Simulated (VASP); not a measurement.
# Ti (P6/mmm) in VASP: notebook

The runs below take Ti through single point, with PBEsol.

Everything below comes from runs of VASP 6.6.1. Logs are shortened: lines on timing, memory, paths and dates and some standing lists are left out, and cuts for length are marked.

## (1) The cell of the first run

Symmetry: P6/mmm, No. 191, hexagonal system. Conventional cell: a = 4.461 Å, b = 4.461 Å, c = 2.882 Å, α = 90.00°, β = 90.00°, γ = 120.00°. Within 3.8 Å of Ti (site symmetry 6/mmm) lie 14 Ti at 2.88 to 2.95 Å. Within 3.4 Å of Ti (site symmetry -6m2) lie 11 Ti at 2.58 to 2.95 Å.

This isn't the form of Ti at room conditions, which is hcp.

## (2) Single point, PBEsol

Contents of INCAR:

```
PREC = Accurate
ENCUT = 520
EDIFF = 1E-6
ISMEAR = 0
SIGMA = 0.15
LREAL = False
LASPH = True
NELM = 60
ALGO = Fast
ISIF = 2
LWAVE = False
LCHARG = True
GGA = PS
LELF = True
LVHAR = True
NBANDS = 25
```

Contents of KPOINTS:

```
regular mesh
0
Gamma
  12 12 14
```

Contents of POSCAR:

```
Ti
1.0
    4.4607000000      0.0000000000      0.0000000000
   -2.2303500000      3.8630795187      0.0000000000
    0.0000000000      0.0000000000      2.8823000000
Ti
3
Direct
    0.0000000000      0.0000000000      0.0000000000
    0.3333333333      0.6666666667      0.5000000000
    0.6666666667      0.3333333333      0.5000000000
```

Potentials or basis: VASP PAW PBE potentials, release 64 (Ti_sv).

The run is started by

```console
> cat potpaw_PBE.64/Ti_sv/POTCAR > POTCAR
> mpirun -np 1 vasp_std > vasp.out
```

OUTCAR:

```text
PREC = Accurate
   ENCUT = 520
   EDIFF = 1E-6
   ISMEAR = 0
   LREAL = False
   LASPH = True
   NELM = 60
   ISIF = 2
   GGA = PS

 ion  position               nearest neighbor table
   1  0.000  0.000  0.000-
   2  0.333  0.667  0.500-   3 2.58   3 2.58   3 2.58
   3  0.667  0.333  0.500-   2 2.58   2 2.58   2 2.58

  LATTYP: Found a hexagonal cell.
 ALAT       =     4.4607000000
 C/A-ratio  =     0.6461541910

  Lattice vectors:

 A1 = (   4.4607000000,   0.0000000000,   0.0000000000)
 A2 = (  -2.2303500000,   3.8630795187,   0.0000000000)
 A3 = (   0.0000000000,   0.0000000000,   2.8823000000)

Analysis of symmetry for initial positions (statically):
=====================================================================
 Subroutine PRICEL returns:
 Original cell was already a primitive cell.

 Routine SETGRP: Setting up the symmetry group for a
 hexagonal supercell.

 Subroutine GETGRP returns: Found 24 space group operations
 (whereof 24 operations were pure point group operations)
 out of a pool of 24 trial point group operations.

The static configuration has the point symmetry D_6h.

Analysis of symmetry for dynamics (positions and initial velocities):
=====================================================================
 Subroutine PRICEL returns:
 Original cell was already a primitive cell.

 Routine SETGRP: Setting up the symmetry group for a
 hexagonal supercell.

 Subroutine GETGRP returns: Found 24 space group operations
 (whereof 24 operations were pure point group operations)
 out of a pool of 24 trial point group operations.

The dynamic configuration has the point symmetry D_6h.

 Subroutine INISYM returns: Found 24 space group operations
 (whereof 24 operations are pure point group operations),
 and found     1 'primitive' translations

----------------------------------------------------------------------------------------

                                     Primitive cell

  volume of cell :      49.6679

  direct lattice vectors                    reciprocal lattice vectors
     4.460700000  0.000000000  0.000000000     0.224180061  0.129430419  0.000000000
    -2.230350000  3.863079519  0.000000000     0.000000000  0.258860838  0.000000000
     0.000000000  0.000000000  2.882300000     0.000000000  0.000000000  0.346945148

  length of vectors
     4.460700000  4.460700000  2.882300000     0.258860838  0.258860838  0.346945148

  position of ions in fractional coordinates (direct lattice)
     0.000000000  0.000000000  0.000000000
     0.333333333  0.666666667  0.500000000
     0.666666667  0.333333333  0.500000000

  ion indices of the primitive-cell ions
   primitive index   ion index
                 1           1
                 2           2
                 3           3

----------------------------------------------------------------------------------------

 KPOINTS: regular mesh

Automatic generation of k-mesh.
 Grid dimensions read from file:
 generate k-points for:   12   12   14

 Generating k-lattice:

  Cartesian coordinates                     Fractional coordinates (reciprocal lattice)
     0.018681672  0.010785868  0.000000000     0.083333333  0.000000000  0.000000000
     0.000000000  0.021571736  0.000000000     0.000000000  0.083333333  0.000000000
     0.000000000  0.000000000  0.024781796     0.000000000  0.000000000  0.071428571

  Length of vectors
     0.021571736  0.021571736  0.024781796

  Shift w.r.t. Gamma in fractional coordinates (k-lattice)
     0.000000000  0.000000000  0.000000000

 Subroutine IBZKPT returns following result:
 ===========================================

 Found    152 irreducible k-points:

 Following reciprocal coordinates:
            Coordinates               Weight
  0.000000  0.000000  0.000000      1.000000
  0.083333  0.000000  0.000000      6.000000
  0.166667  0.000000  0.000000      6.000000
  0.250000 -0.000000  0.000000      6.000000
  0.333333  0.000000  0.000000      6.000000
  0.416667  0.000000  0.000000      6.000000
[... 16 lines left out ...]
  0.250000 -0.000000  0.071429     12.000000
  0.333333  0.000000  0.071429     12.000000
 [... further k-points ...]
   k-points           NKPTS =    152   k-points in BZ     NKDIM =    152   number of bands    NBANDS=     25
   number of dos      NEDOS =    301   number of ions     NIONS =      3
   total plane-waves  NPLWV =  31104
   dimension x,y,z NGX =    36 NGY =   36 NGZ =   24
   dimension x,y,z NGXF=    72 NGYF=   72 NGZF=   48
   ions per type =               3
   NGX,Y,Z   is equivalent  to a cutoff of  13.42, 13.42, 13.84 a.u.
   NGXF,Y,Z  is equivalent  to a cutoff of  26.83, 26.83, 27.69 a.u.
 SYSTEM =  unknown system
   PREC   = accura    normal or accurate (medium, high low for compatibility)
   ISTART =      0    job   : 0-new  1-cont  2-samecut
   ICHARG =      2    charge: 1-file 2-atom 10-const
   ISPIN  =      1    spin polarized calculation?
   LNONCOLLINEAR =      F non collinear calculations
   LSORBIT =      F    spin-orbit coupling
   LASPH  =      T    aspherical Exc in radial PAW
   ENCUT  =  520.0 eV  38.22 Ry    6.18 a.u.   8.29  8.29  5.36*2*pi/ulx,y,z
   NELM   =     60;   NELMIN=  2; NELMDL= -5     # of ELM steps
   EDIFF  = 0.1E-05   stopping-criterion for ELM
   LREAL  =      F    real-space projection
   EDIFFG = 0.1E-04   stopping-criterion for IOM
   NSW    =      0    number of steps for IOM
   IBRION =     -1    ionic relax: 0-MD 1-quasi-New 2-CG
   NFREE  =      0    steps in history (QN), initial steepest desc. (CG)
   ISIF   =      2    stress and relaxation
   ISYM   =      2    0-nonsym 1-usesym 2-fastsym
   POTIM  = 0.5000    time-step for ionic-motion
   TEBEG  =    0.0;   TEEND  =   0.0 temperature during run
   PSTRESS=    0.0 pullay stress
   NELECT =      36.0000    total number of electrons
   NUPDOWN=      -1.0000    fix difference up-down
   EMIN   =  10.00;   EMAX   =-10.00  energy-range for DOS
   EFERMI =   0.00;   METHOD = LEGACY
   ISMEAR =     0;   SIGMA  =   0.15  broadening in eV -4-tet -1-fermi 0-gaus
   EFERMI_NEDOS =   21; number of points for ismear=-14 and -15
   IALGO  =     68    algorithm
   IMIX   =      4    mixing-type and parameters
     AMIX     =   0.40;   BMIX     =  1.00
     AMIX_MAG =   1.60;   BMIX_MAG =  1.00
  volume/ion in A,a.u.               =      16.56       111.73
  Fermi-wavevector in a.u.,A,eV,Ry     =   1.470563  2.778962 29.423365  2.162556
  Thomas-Fermi vector in A             =   2.585805
   LORBIT       =      0    0 simple, 1 ext, 2 COOP (PROOUT), +10 PAW based schemes
   GGA     = PS    functional components
   LHFCALC =     F    Hartree Fock is set to
   AEXX    =    0.0000 exact exchange contribution
   IVDW    =     0    specifies the selected vdW correction
   LEPSILON=     F    determine dielectric tensor
   LRPA    =     F    only Hartree local field effects (RPA)
 non-spin polarized calculation
 RMM-DIIS sequential band-by-band and
 Gauss-broadening in eV      SIGMA  =   0.15
  energy-cutoff  :      520.00
  volume of cell :       49.67
 maximum number of plane-waves:      1362
 NGX is ok and might be reduce to    36
   NGX = 17   NGY = 17   NGZ = 11

 number of electron      36.0000011 magnetization

 Free energy of the ion-electron system (eV)
  ---------------------------------------------------
  ext. energy  EPLUGINS =         0.00000000
  ---------------------------------------------------
  free energy    TOTEN  =       -25.03999038 eV

  energy without entropy =      -25.00798672  energy(sigma->0) =      -25.02398855

 E-fermi :   8.6366     XC(G=0): -11.8621

 val. band max:        8.6353221643   @ k =   0.3333   0.2500   0.2143
 cond. band min:       8.6373252563   @ k =   0.2500   0.2500   0.2857
 fundamental gap:      0.0020030921
 Fermi energy:         8.6365966387

 k-point     1 :       0.0000    0.0000    0.0000
  band No.  band energies     occupation
      1     -48.0006      2.00000
      2     -47.7170      2.00000
      3     -47.4994      2.00000
      4     -24.4298      2.00000
      5     -24.4298      2.00000
      6     -24.3489      2.00000
[... 17 lines left out ...]
     24      10.3260      0.00000
     25      10.3396      0.00000

 k-point     2 :       0.0833    0.0000    0.0000
  band No.  band energies     occupation
      1     -47.9992      2.00000
      2     -47.7148      2.00000
      3     -47.5031      2.00000
      4     -24.4656      2.00000
      5     -24.4592      2.00000
      6     -24.3130      2.00000
[... 17 lines left out ...]
     24      10.0635      0.00000
     25      10.6042      0.00000

 k-point     3 :       0.1667    0.0000    0.0000
  band No.  band energies     occupation
      1     -47.9956      2.00000
      2     -47.7083      2.00000
      3     -47.5137      2.00000
      4     -24.5206      2.00000
      5     -24.4879      2.00000
      6     -24.2581      2.00000
[... 17 lines left out ...]
     24      10.2628      0.00000
     25      10.8850      0.00000

 k-point     4 :       0.2500   -0.0000    0.0000
  band No.  band energies     occupation
      1     -47.9907      2.00000
      2     -47.6973      2.00000
      3     -47.5302      2.00000
      4     -24.5704      2.00000
      5     -24.4905      2.00000
      6     -24.2084      2.00000
[... 17 lines left out ...]
     24      10.5429      0.00000
     25      11.1784      0.00000
[... 477 lines left out ...]
 k-point    22 :       0.1667    0.0000    0.0714
  band No.  band energies     occupation
      1     -47.9926      2.00000
      2     -47.7067      2.00000
      3     -47.5116      2.00000
      4     -24.5141      2.00000
      5     -24.4828      2.00000
      6     -24.2578      2.00000
[... 17 lines left out ...]
     24      10.2509      0.00000
     25      11.0403      0.00000

 k-point    23 :       0.2500   -0.0000    0.0714
  band No.  band energies     occupation
      1     -47.9880      2.00000
      2     -47.6954      2.00000
      3     -47.5280      2.00000
      4     -24.5630      2.00000
      5     -24.4862      2.00000
      6     -24.2096      2.00000
[... 17 lines left out ...]
     24      10.5132      0.00000
     25      11.3693      0.00000

 k-point    24 :       0.3333    0.0000    0.0714
  band No.  band energies     occupation
      1     -47.9836      2.00000
      2     -47.6805      2.00000
      3     -47.5480      2.00000
      4     -24.6010      2.00000
      5     -24.4632      2.00000
      6     -24.1725      2.00000
[... 17 lines left out ...]
     24      10.8394      0.00000
     25      11.2101      0.00000

 [... further k-points ...]
[... 5 lines left out ...]
  --------------------------------------------------------------------------------------
  -------------------------------------------------------------------------------------
  Total        0.3993786      0.3993786     -1.9570142      0.0000000     -0.0000000      0.0000000
  in kB       12.8830757     12.8830757    -63.1289719      0.0000000     -0.0000000      0.0000000
  external PRESSURE =     -12.4542735 kB  Pullay stress =       0.0000000 kB

 VOLUME and BASIS-vectors are now :
 -----------------------------------------------------------------------------
  energy-cutoff  :      520.00
  volume of cell :       49.67
      direct lattice vectors                 reciprocal lattice vectors
     4.460700000  0.000000000  0.000000000     0.224180061  0.129430419  0.000000000
    -2.230350000  3.863079519  0.000000000     0.000000000  0.258860838  0.000000000
     0.000000000  0.000000000  2.882300000     0.000000000  0.000000000  0.346945148

 POSITION                                       TOTAL-FORCE (eV/Angst)
 -----------------------------------------------------------------------------------
      0.00000      0.00000      0.00000         0.000000     -0.000000     -0.000000
     -0.00000      2.57539      1.44115        -0.000000      0.000000      0.000000
      2.23035      1.28769      1.44115         0.000000     -0.000000     -0.000000
 -----------------------------------------------------------------------------------
    total drift:                                0.000000      0.000000     -0.000000

  FREE ENERGIE OF THE ION-ELECTRON SYSTEM (eV)
  ---------------------------------------------------
  free  energy   TOTEN  =       -25.0399903822 eV

  energy  without entropy=      -25.0079867205  energy(sigma->0) =      -25.02398855
```

Wall time 7.9 min (1 thread of Intel Xeon Platinum 8488C (Sapphire Rapids), shared host); peak memory 0.27 GiB.

Results:

```
Free energy            : -25.0400 eV
Pressure               : -1.2 GPa
Band gap on the k mesh : zero (bands 18 and 19 overlap by 0.46 eV)
```

Caveat: the PAW data sets were made with another functional, which shifts forces and pressure a little.

[end of part 1 of 2]
